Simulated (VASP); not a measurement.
# CuSi16 (a cell with a defect) in VASP: further runs

Runs on CuSi16 (a cell with a defect). Level: PBE. Tasks: single point.

Program: VASP 6.6.1. These are calculated values, not measurements. Logs are shortened: lines on timing, memory, paths and dates and some standing lists are left out, and cuts for length are marked.

## Step 1: The cell of the first run

The cell holds a defect, 17 atoms: a = 7.679 Å, b = 7.679 Å, c = 7.679 Å, α = 60.00°, β = 60.00°, γ = 60.00°.

## Step 2: Single point, PBE

File INCAR:

```
SYSTEM = CuSi16
PREC = Accurate ; ENCUT = 520
EDIFF = 1E-6 ; ISMEAR = 0
SIGMA = 0.05 ; LREAL = Auto
LASPH = .True. ; NELM = 100
ALGO = Normal ; ISIF = 2
LWAVE = .False. ; LCHARG = .True.
GGA = PE ; LELF = .True.
LVHAR = .True. ; NELECT = 74.0
NBANDS = 52
```

File KPOINTS:

```
Automatic mesh
0
Gamma
  2 2 2
  0 0 0
```

File POSCAR:

```
CuSi16
1.0
    0.0000000000      5.4300000000      5.4300000000
    5.4300000000      0.0000000000      5.4300000000
    5.4300000000      5.4300000000      0.0000000000
Si Cu
16 1
Direct
    0.0071262431     -0.0080391344      0.0007717311
    0.1115269797      0.1277492634      0.1330220074
   -0.0138182320      0.0049780847      0.5048786372
    0.1109622468      0.1284769797      0.6284657459
    0.0069400552      0.5000713628      0.0000074586
    0.1624589319      0.6122976059      0.1123230203
    0.0071230203      0.5007771639      0.4920167587
    0.1115569061      0.6331220994      0.6276784530
    0.4860433702      0.0057365562      0.0020995396
    0.6191099448      0.1196342541      0.1309725599
    0.4854135359      0.0065277164      0.5065533149
    0.6127533149      0.1293457643      0.6292671271
    0.5340819521      0.4880206262     -0.0118441989
    0.6185803867      0.6300606814      0.1299929098
    0.4860787293      0.5021778085      0.5056925414
    0.6190752302      0.6309533149      0.6197752302
    0.7915577348      0.7353877532      0.2356393186
```

Potentials or basis: VASP PAW PBE potentials, release 64 (Si, Cu).

The run is started by

```bash
$ cat potpaw_PBE.64/Si/POTCAR potpaw_PBE.64/Cu/POTCAR > POTCAR
$ mpirun -np 1 vasp_std > vasp.out
```

OUTCAR:

```text
SYSTEM = CuSi16
   PREC = Accurate
   ENCUT = 520
   EDIFF = 1E-6
   ISMEAR = 0
   LREAL = Auto
   LASPH = .True.
   NELM = 100
   ISIF = 2
   GGA = PE
   NELECT = 74.0

 ion  position               nearest neighbor table
   1  0.007  0.992  0.001-   4 2.34   2 2.34   6 2.39  10 2.43  17 2.57
   2  0.112  0.128  0.133-   3 2.33   5 2.34   1 2.34   9 2.35
   3  0.986  0.005  0.505-   8 2.33   2 2.33   4 2.33  12 2.34
   4  0.111  0.128  0.628-   3 2.33   7 2.34   1 2.34  11 2.35
   5  0.007  0.500  0.000-   2 2.34   8 2.34   6 2.39  14 2.44  17 2.56
   6  0.162  0.612  0.112-  17 2.33  13 2.33   1 2.39   7 2.39   5 2.39
   7  0.007  0.501  0.492-   4 2.34   8 2.34   6 2.39  16 2.43  17 2.57
   8  0.112  0.633  0.628-   3 2.33   5 2.34   7 2.34  15 2.35
   9  0.486  0.006  0.002-  12 2.34   2 2.35  14 2.36  10 2.36  17 2.94
  10  0.619  0.120  0.131-  13 2.32  11 2.36   9 2.36  17 2.43   1 2.43
  11  0.485  0.007  0.507-  12 2.34   4 2.35  16 2.36  10 2.36  17 2.96
  12  0.613  0.129  0.629-  15 2.34   9 2.34  11 2.34   3 2.34
  13  0.534  0.488  0.988-  16 2.32  10 2.32  14 2.32   6 2.33
  14  0.619  0.630  0.130-  13 2.32   9 2.36  15 2.36  17 2.43   5 2.44
  15  0.486  0.502  0.506-  12 2.34   8 2.35  14 2.36  16 2.36  17 2.94
  16  0.619  0.631  0.620-  13 2.32  11 2.36  15 2.36  17 2.43   7 2.43
  17  0.792  0.735  0.236-   6 2.33  14 2.43  16 2.43  10 2.43   5 2.56   7 2.57   1 2.57  15 2.94
                             9 2.94  11 2.96

  LATTYP: Found a face centered cubic cell.
 ALAT       =    10.8600000000

  Lattice vectors:

 A1 = (   0.0000000000,   5.4300000000,   5.4300000000)
 A2 = (   5.4300000000,   0.0000000000,   5.4300000000)
 A3 = (   5.4300000000,   5.4300000000,   0.0000000000)

Analysis of symmetry for initial positions (statically):
=====================================================================
 Subroutine PRICEL returns:
 Original cell was already a primitive cell.

 Routine SETGRP: Setting up the symmetry group for a
 face centered cubic supercell.

 Subroutine GETGRP returns: Found  1 space group operations
 (whereof  1 operations were pure point group operations)
 out of a pool of 48 trial point group operations.

The static configuration has the point symmetry C_1 .

Analysis of symmetry for dynamics (positions and initial velocities):
=====================================================================
 Subroutine PRICEL returns:
 Original cell was already a primitive cell.

 Routine SETGRP: Setting up the symmetry group for a
 face centered cubic supercell.

 Subroutine GETGRP returns: Found  1 space group operations
 (whereof  1 operations were pure point group operations)
 out of a pool of 48 trial point group operations.

The dynamic configuration has the point symmetry C_1 .

 Subroutine INISYM returns: Found  1 space group operations
 (whereof  1 operations are pure point group operations),
 and found     1 'primitive' translations

----------------------------------------------------------------------------------------

                                     Primitive cell

  volume of cell :     320.2060

  direct lattice vectors                    reciprocal lattice vectors
     0.000000000  5.430000000  5.430000000    -0.092081031  0.092081031  0.092081031
     5.430000000  0.000000000  5.430000000     0.092081031 -0.092081031  0.092081031
     5.430000000  5.430000000  0.000000000     0.092081031  0.092081031 -0.092081031

  length of vectors
     7.679179644  7.679179644  7.679179644     0.159489025  0.159489025  0.159489025

  position of ions in fractional coordinates (direct lattice)
     0.007126243  0.991960866  0.000771731
     0.111526980  0.127749263  0.133022007
     0.986181768  0.004978085  0.504878637
     0.110962247  0.128476980  0.628465746
     0.006940055  0.500071363  0.000007459
     0.162458932  0.612297606  0.112323020
[... 9 lines left out ...]
     0.619075230  0.630953315  0.619775230
     0.791557735  0.735387753  0.235639319

  ion indices of the primitive-cell ions
   primitive index   ion index
                 1           1
                 2           2
                 3           3
                 4           4
                 5           5
                 6           6
[... 9 lines left out ...]
                16          16
                17          17

----------------------------------------------------------------------------------------

 KPOINTS: Automatic mesh

Automatic generation of k-mesh.
 Grid dimensions read from file:
 generate k-points for:    2    2    2

 Generating k-lattice:

  Cartesian coordinates                     Fractional coordinates (reciprocal lattice)
    -0.046040516  0.046040516  0.046040516     0.500000000  0.000000000  0.000000000
     0.046040516 -0.046040516  0.046040516     0.000000000  0.500000000  0.000000000
     0.046040516  0.046040516 -0.046040516     0.000000000  0.000000000  0.500000000

  Length of vectors
     0.079744512  0.079744512  0.079744512

  Shift w.r.t. Gamma in fractional coordinates (k-lattice)
     0.000000000  0.000000000  0.000000000

 Subroutine IBZKPT returns following result:
 ===========================================

 Found      8 irreducible k-points:

 Following reciprocal coordinates:
            Coordinates               Weight
  0.000000  0.000000  0.000000      1.000000
  0.500000  0.000000  0.000000      1.000000
  0.000000  0.500000  0.000000      1.000000
  0.000000  0.000000  0.500000      1.000000
  0.500000  0.500000  0.500000      1.000000
  0.500000  0.500000  0.000000      1.000000
  0.000000  0.500000  0.500000      1.000000
  0.500000  0.000000  0.500000      1.000000
   k-points           NKPTS =      8   k-points in BZ     NKDIM =      8   number of bands    NBANDS=     52
   number of dos      NEDOS =    301   number of ions     NIONS =     17
   total plane-waves  NPLWV = 216000
   dimension x,y,z NGX =    60 NGY =   60 NGZ =   60
   dimension x,y,z NGXF=   120 NGYF=  120 NGZF=  120
   ions per type =              16   1
   NGX,Y,Z   is equivalent  to a cutoff of  12.99, 12.99, 12.99 a.u.
   NGXF,Y,Z  is equivalent  to a cutoff of  25.98, 25.98, 25.98 a.u.
 SYSTEM =  CuSi16
   PREC   = accura    normal or accurate (medium, high low for compatibility)
   ISTART =      0    job   : 0-new  1-cont  2-samecut
   ICHARG =      2    charge: 1-file 2-atom 10-const
   ISPIN  =      1    spin polarized calculation?
   LNONCOLLINEAR =      F non collinear calculations
   LSORBIT =      F    spin-orbit coupling
   LASPH  =      T    aspherical Exc in radial PAW
   ENCUT  =  520.0 eV  38.22 Ry    6.18 a.u.  14.28 14.28 14.28*2*pi/ulx,y,z
   NELM   =    100;   NELMIN=  2; NELMDL= -5     # of ELM steps
   EDIFF  = 0.1E-05   stopping-criterion for ELM
   LREAL  =      T    real-space projection
   EDIFFG = 0.1E-04   stopping-criterion for IOM
   NSW    =      0    number of steps for IOM
   IBRION =     -1    ionic relax: 0-MD 1-quasi-New 2-CG
   NFREE  =      0    steps in history (QN), initial steepest desc. (CG)
   ISIF   =      2    stress and relaxation
   ISYM   =      2    0-nonsym 1-usesym 2-fastsym
   POTIM  = 0.5000    time-step for ionic-motion
   TEBEG  =    0.0;   TEEND  =   0.0 temperature during run
   PSTRESS=    0.0 pullay stress
   NELECT =      74.0000    total number of electrons
   NUPDOWN=      -1.0000    fix difference up-down
   EMIN   =  10.00;   EMAX   =-10.00  energy-range for DOS
   EFERMI =   0.00;   METHOD = LEGACY
   ISMEAR =     0;   SIGMA  =   0.05  broadening in eV -4-tet -1-fermi 0-gaus
   EFERMI_NEDOS =   21; number of points for ismear=-14 and -15
   IALGO  =     38    algorithm
   IMIX   =      4    mixing-type and parameters
     AMIX     =   0.40;   BMIX     =  1.00
     AMIX_MAG =   1.60;   BMIX_MAG =  1.00
  volume/ion in A,a.u.               =      18.84       127.11
  Fermi-wavevector in a.u.,A,eV,Ry     =   1.004636  1.898488 13.732283  1.009294
  Thomas-Fermi vector in A             =   2.137265
   LORBIT       =      0    0 simple, 1 ext, 2 COOP (PROOUT), +10 PAW based schemes
   GGA     = PE    functional components
   LHFCALC =     F    Hartree Fock is set to
   AEXX    =    0.0000 exact exchange contribution
   IVDW    =     0    specifies the selected vdW correction
   LEPSILON=     F    determine dielectric tensor
   LRPA    =     F    only Hartree local field effects (RPA)
 non-spin polarized calculation
 Gauss-broadening in eV      SIGMA  =   0.05
  energy-cutoff  :      520.00
  volume of cell :      320.21
 maximum number of plane-waves:      8646
 NGX is ok and might be reduce to    60
   NGX = 29   NGY = 29   NGZ = 29

 number of electron      74.0000001 magnetization

 Free energy of the ion-electron system (eV)
  ---------------------------------------------------
  ext. energy  EPLUGINS =         0.00000000
  ---------------------------------------------------
  free energy    TOTEN  =       -94.22046004 eV

  energy without entropy =      -94.22046003  energy(sigma->0) =      -94.22046004

 E-fermi :   6.3795     XC(G=0):  -9.6080

 val. band max:        6.1976665703   @ k =   0.0000   0.0000   0.0000
 cond. band min:       6.5595334499   @ k =   0.0000   0.0000   0.0000
 fundamental gap:      0.3618668797
 Fermi energy:         6.3795133422

 k-point     1 :       0.0000    0.0000    0.0000
  band No.  band energies     occupation
      1      -5.8944      2.00000
      2      -3.5501      2.00000
      3      -3.5049      2.00000
      4      -3.4716      2.00000
      5      -3.4708      2.00000
      6      -2.0424      2.00000
[... 41 lines left out ...]
     48       8.4551      0.00000
     49       8.7611      0.00000

 k-point     2 :       0.5000    0.0000    0.0000
  band No.  band energies     occupation
      1      -5.1867      2.00000
      2      -4.9850      2.00000
      3      -3.3312      2.00000
      4      -3.1796      2.00000
      5      -3.1791      2.00000
      6      -3.0395      2.00000
[... 41 lines left out ...]
     48       9.7765      0.00000
     49       9.7837      0.00000

 k-point     3 :       0.0000    0.5000    0.0000
  band No.  band energies     occupation
      1      -5.2254      2.00000
      2      -4.9336      2.00000
      3      -3.2961      2.00000
      4      -3.2631      2.00000
      5      -3.1654      2.00000
      6      -3.0392      2.00000
[... 41 lines left out ...]
     48       9.7937      0.00000
     49       9.9269      0.00000

 k-point     4 :       0.0000    0.0000    0.5000
  band No.  band energies     occupation
      1      -5.2253      2.00000
      2      -4.9337      2.00000
      3      -3.2962      2.00000
      4      -3.2630      2.00000
      5      -3.1652      2.00000
      6      -3.0393      2.00000
[... 41 lines left out ...]
     48       9.7936      0.00000
     49       9.9273      0.00000

 k-point     5 :       0.5000    0.5000    0.5000
  band No.  band energies     occupation
      1      -5.2252      2.00000
      2      -4.9341      2.00000
      3      -3.2953      2.00000
      4      -3.2624      2.00000
      5      -3.1652      2.00000
      6      -3.0405      2.00000
[... 41 lines left out ...]
     48       9.7912      0.00000
     49       9.9299      0.00000

 k-point     6 :       0.5000    0.5000    0.0000
  band No.  band energies     occupation
      1      -4.9306      2.00000
      2      -4.7230      2.00000
      3      -3.8709      2.00000
      4      -3.7769      2.00000
      5      -3.7476      2.00000
      6      -3.7366      2.00000
[... 41 lines left out ...]
     48      10.5040      0.00000
     49      10.5077      0.00000

 k-point     7 :       0.0000    0.5000    0.5000
  band No.  band energies     occupation
      1      -4.9315      2.00000
      2      -4.7218      2.00000
      3      -3.8700      2.00000
      4      -3.7778      2.00000
      5      -3.7471      2.00000
      6      -3.7375      2.00000
[... 41 lines left out ...]
     48      10.5073      0.00000
     49      10.5081      0.00000

 k-point     8 :       0.5000    0.0000    0.5000
  band No.  band energies     occupation
      1      -4.9306      2.00000
      2      -4.7230      2.00000
      3      -3.8708      2.00000
      4      -3.7770      2.00000
      5      -3.7475      2.00000
      6      -3.7367      2.00000
[... 41 lines left out ...]
     48      10.5041      0.00000
     49      10.5077      0.00000
 [bands above 49 left out]

------------------------ aborting loop because EDIFF is reached ----------------------------------------

  FORCE on cell =-STRESS in cart. coord.  units (eV):
  Direction    XX          YY          ZZ          XY          YZ          ZX
  --------------------------------------------------------------------------------------
  -------------------------------------------------------------------------------------
  Total       -1.7541809     -1.7951452     -1.7999919     -0.1884796      0.1773499     -0.1907824
  in kB       -8.7771896     -8.9821580     -9.0064088     -0.9430732      0.8873851     -0.9545954
  external PRESSURE =      -8.9219188 kB  Pullay stress =       0.0000000 kB

 VOLUME and BASIS-vectors are now :
 -----------------------------------------------------------------------------
  energy-cutoff  :      520.00
  volume of cell :      320.21
      direct lattice vectors                 reciprocal lattice vectors
     0.000000000  5.430000000  5.430000000    -0.092081031  0.092081031  0.092081031
     5.430000000  0.000000000  5.430000000     0.092081031 -0.092081031  0.092081031
     5.430000000  5.430000000  0.000000000     0.092081031  0.092081031 -0.092081031

 POSITION                                       TOTAL-FORCE (eV/Angst)
 -----------------------------------------------------------------------------------
      5.39054      0.04289      5.42504         0.007013     -0.000398      0.000992
      1.41599      1.32790      1.29927        -0.007381     -0.010341      0.000762
      2.76852      8.09646      5.38200         0.000252     -0.002525     -0.003140
      4.11020      4.01509      1.30015        -0.001585      0.003215      0.003152
      2.71543      0.03772      2.75307         0.011078      0.002209      0.002840
      3.93469      1.49207      4.20693        -0.023343      0.017762      0.017856
[... 9 lines left out ...]
      6.79146      6.72696      6.78765         0.000419      0.021439     -0.007445
      5.27268      5.57768      8.29131         0.002752     -0.014701     -0.014242
 -----------------------------------------------------------------------------------
    total drift:                                0.005650      0.001591     -0.000183

  FREE ENERGIE OF THE ION-ELECTRON SYSTEM (eV)
  ---------------------------------------------------
  free  energy   TOTEN  =       -94.2204600449 eV

  energy  without entropy=      -94.2204600282  energy(sigma->0) =      -94.22046004
```

It took 4.5 min on 1 thread of Intel Xeon 6975P-C (Granite Rapids), shared host; peak memory 0.48 GiB.

Results:

| Quantity | Value |
| --- | --- |
| Free energy | -94.2205 eV |
| Largest force | 0.034 eV/Å |

Forces in eV/Å, atoms in the order of the input:
```
Si   0.007  0.000  0.001
Si  -0.007 -0.010  0.001
Si   0.000 -0.003 -0.003
Si  -0.002  0.003  0.003
Si   0.011  0.002  0.003
Si  -0.023  0.018  0.018
Si   0.007  0.001  0.000
Si  -0.007  0.001 -0.011
Si   0.016  0.000 -0.009
Si   0.001 -0.007  0.021
Si  -0.006 -0.003 -0.003
Si  -0.002  0.001  0.001
Si   0.017 -0.006 -0.005
Si  -0.031  0.007  0.006
Si   0.016 -0.010 -0.001
Si   0.000  0.021 -0.007
Cu   0.003 -0.015 -0.014
```

Caveat: the k points lie up to 0.50 Å⁻¹ apart; the cell carries a net charge on a neutralising background, which shifts energy and pressure; the cell is charged against a uniform background, so pressure and absolute levels hang on convention.

## Step 3: Single point, PBE

File INCAR:

```
SYSTEM = CuSi16
  PREC = Accurate
  ENCUT = 520
  EDIFF = 1E-6
  ISMEAR = 0
  SIGMA = 0.05
  LREAL = Auto
  LASPH = .TRUE.
  NELM = 100
  ALGO = Normal
  ISIF = 2
  LWAVE = .FALSE.
  LCHARG = .FALSE.
  GGA = PE
  NELECT = 74.0
  NBANDS = 52
```

File KPOINTS:

```
regular mesh
0
G
  2 2 2
  0 0 0
```

File POSCAR:

```
CuSi16
1.0
    0.0000000000      5.4300000000      5.4300000000
    5.4300000000      0.0000000000      5.4300000000
    5.4300000000      5.4300000000      0.0000000000
Si Cu
16 1
Direct
   -0.0061316759      0.0110235727     -0.0012296501
    0.1309135359      0.1228452118      0.1223674954
    0.0162391344     -0.0053829650      0.4951063536
    0.1298627072      0.1226441068      0.6261035912
   -0.0039116022      0.4968744015     -0.0016556169
    0.0924737569      0.6350960405      0.1376431860
   -0.0037072744      0.4967838858      0.5114210866
    0.1309700737      0.6206304788      0.6255500000
    0.5027044199      0.0047883978     -0.0103736648
    0.6198546041      0.1461627072      0.1150579190
    0.5017987109      0.0047156538      0.4998171271
    0.6452727440      0.1140576427      0.6181769797
    0.4642198895      0.5169243094      0.0087198895
    0.6223313076      0.6163427256      0.1191850829
    0.5032670350      0.4878248619      0.5032867403
    0.6226070902      0.6151312155      0.6405505525
    0.6591447514      0.7824180479      0.2785220994
```

Potentials or basis: VASP PAW PBE potentials, release 64 (Si, Cu).

The run is started by

```bash
$ cat potpaw_PBE.64/Si/POTCAR potpaw_PBE.64/Cu/POTCAR > POTCAR
$ mpirun -np 1 vasp_std > vasp.out
```

It took 4.2 min on 1 thread of Intel Xeon 6975P-C (Granite Rapids), shared host; peak memory 0.49 GiB.

It converged, with:

| Property | Result |
| --- | --- |
| Free energy | -94.2188 eV |
| Largest force | 0.061 eV/Å |

Forces in eV/Å, atoms in the order of the input:
```
Si  -0.008 -0.017 -0.007
Si  -0.006 -0.018 -0.004
Si  -0.014  0.020  0.006
Si  -0.002  0.002  0.012
Si  -0.008 -0.016 -0.007
Si   0.007 -0.021 -0.022
Si  -0.001 -0.001 -0.015
Si  -0.024  0.002 -0.006
Si   0.006 -0.001  0.015
Si   0.033 -0.005  0.013
Si   0.020  0.027  0.002
Si  -0.006  0.009  0.024
Si   0.021 -0.022 -0.011
Si  -0.006  0.005 -0.026
Si   0.007  0.021 -0.007
Si   0.019 -0.004 -0.012
Cu  -0.037  0.020  0.044
```

Levels at points of the mesh, in eV from the Fermi level:
| k point | band 34 | band 35 | band 36 | band 37 | band 38 | band 39 | band 40 | band 41 |
| --- | --- | --- | --- | --- | --- | --- | --- | --- |
| (0.00, 0.00, 0.00) | -1.04 | -0.62 | -0.20 | -0.05 | 0.05 | 0.36 | 0.58 | 0.60 |
| (0.50, 0.00, 0.00) | -0.92 | -0.90 | -0.63 | -0.53 | 0.51 | 1.03 | 1.36 | 1.38 |
| (0.00, 0.50, 0.00) | -0.95 | -0.90 | -0.89 | -0.79 | 0.52 | 1.12 | 1.23 | 1.30 |
| (0.00, 0.00, 0.50) | -0.95 | -0.91 | -0.85 | -0.76 | 0.55 | 1.11 | 1.25 | 1.30 |
| (0.50, 0.50, 0.50) | -0.95 | -0.91 | -0.86 | -0.75 | 0.56 | 1.12 | 1.23 | 1.32 |
| (0.50, 0.50, 0.00) | -1.52 | -1.51 | -1.43 | -1.13 | 0.66 | 0.97 | 1.96 | 2.06 |
| (0.00, 0.50, 0.50) | -1.54 | -1.48 | -1.44 | -1.11 | 0.65 | 0.97 | 1.95 | 2.06 |
| (0.50, 0.00, 0.50) | -1.54 | -1.48 | -1.44 | -1.10 | 0.65 | 0.98 | 1.95 | 2.06 |

Caveat: the k points lie up to 0.50 Å⁻¹ apart; the cell carries a net charge on a neutralising background, which shifts energy and pressure; the cell is charged against a uniform background, so pressure and absolute levels hang on convention.

(Part 1 of 2 ends here.)
